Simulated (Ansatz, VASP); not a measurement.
## ScH3 in VASP and in Ansatz

The input INCAR:

```
PREC = Accurate ; ENCUT = 520
EDIFF = 1E-6 ; ISMEAR = 0
SIGMA = 0.05 ; LREAL = F
LASPH = T ; NELM = 80
ALGO = Normal ; ISIF = 2
LWAVE = F ; LCHARG = T
GGA = PS ; LELF = T
LVHAR = T ; NBANDS = 15
```

KPOINTS

```
regular mesh
0
Gamma
  10 10 10
```

Contents of POSCAR:

```
ScH3
1.0
    0.0000000000      2.6504923732      2.6504923732
    2.6504923732      0.0000000000      2.6504923732
    2.6504923732      2.6504923732      0.0000000000
Sc H
1 3
Direct
    0.0000000000      0.0000000000      0.0000000000
    0.5000000000      0.5000000000      0.5000000000
    0.2500000000      0.2500000000      0.2500000000
    0.7500000000      0.7500000000      0.7500000000
```

Input for Ansatz:

```yaml
crystal:
  lattice:
    - [0.0, 2.6504923732, 2.6504923732]
    - [2.6504923732, 0.0, 2.6504923732]
    - [2.6504923732, 2.6504923732, 0.0]
  atoms:
    - { symbol: Sc, position: [0.0, 0.0, 0.0] }
    - { symbol: H, position: [0.5, 0.5, 0.5] }
    - { symbol: H, position: [0.25, 0.25, 0.25] }
    - { symbol: H, position: [0.75, 0.75, 0.75] }
basis:
  ecutwfc: 420
  ecutrho_ratio: 4
kpoints:
  mp_grid: { grid: [10, 10, 10] }
hamiltonian:
  xc: pbesol
scf:
  occupations: { method: gaussian, width: 0.05 }
output:
  forces: true
  stress: true
  eigenvalues: true
```

Alike in both runs: task single point; functional PBEsol; k mesh 10 × 10 × 10; occupations gaussian, width 0.05 eV; no spin polarisation.

|  | VASP | Ansatz |
| --- | --- | --- |
| version | VASP 6.6.1 | Ansatz 0.2.0 |
| potentials or method | VASP PAW PBE potentials, release 64 (Sc_sv, H), cutoff 520 eV | scalar-relativistic, plane waves, PAW |
| valence electrons in the cell | 14 | 14 |

```csv
,VASP,Ansatz,Ansatz less VASP
pressure (GPa),-22.0,-21.9,+0.05
```

VASP's potentials were made for PBE, not for PBEsol.
